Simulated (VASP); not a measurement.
Crystal: LaPd2.

```
CELL_PARAMETERS angstrom
-2.00387 2.00387 4.47173
2.00387 -2.00387 4.47173
2.00387 2.00387 -4.47173
ATOMIC_POSITIONS crystal
La 0.00000 0.00000 0.00000
Pd 0.25000 0.75000 0.50000
Pd 0.75000 0.25000 0.50000
```

* Program: VASP 6.6.1
* Task: relaxation of cell and atoms
* Functional: LDA
* Potentials or basis: VASP PAW LDA potentials, release 64 (La, Pd)
* Cutoff: 600 eV
* k mesh: 9 × 9 × 9
* Occupations: fermi-dirac, width 0.05 eV
* Spin: no spin polarisation

At the start: pressure -7.5 GPa; volume 23.94 Å³/atom.

Problem. How do energy, volume and symmetry change on relaxing?

Solution. Over 9 steps the energy falls by 54.6 meV/atom and the volume is 21.81 Å³/atom (-8.9 %); space group I4/mmm (No. 139, to 0.05 Å).

The path:
| step | energy change (eV) | largest force (eV/Å) | pressure (GPa) | volume (Å³) |
| --- | --- | --- | --- | --- |
| 1 | 0.0000 | 0.0000 | -7.51 | 71.83 |
| 2 | -0.0407 | 0.0000 | 8.85 | 60.78 |
| 3 | -0.1621 | 0.0000 | -0.11 | 65.54 |
| 4 | -0.1621 | 0.0000 | 0.08 | 65.42 |
| 5 | -0.1634 | 0.0000 | 0.10 | 65.38 |
| 6 | -0.1638 | 0.0000 | 0.12 | 65.35 |
| 7 | -0.1638 | 0.0000 | 0.12 | 65.34 |
| 8 | -0.1638 | 0.0000 | -0.15 | 65.51 |
| 9 | -0.1638 | 0.0000 | 0.00 | 65.42 |

Final structure:
```cif
data_structure
_symmetry_space_group_name_H-M 'P 1'
_symmetry_Int_Tables_number 1
_cell_length_a 5.1544
_cell_length_b 5.1544
_cell_length_c 5.1544
_cell_angle_alpha 135.901
_cell_angle_beta 135.901
_cell_angle_gamma 64.133
_cell_volume 65.42
loop_
_atom_site_label
_atom_site_type_symbol
_atom_site_fract_x
_atom_site_fract_y
_atom_site_fract_z
_atom_site_occupancy
La1 La 0.00000 0.00000 0.00000 1
Pd1 Pd 0.25000 0.75000 0.50000 1
Pd2 Pd 0.75000 0.25000 0.50000 1
```
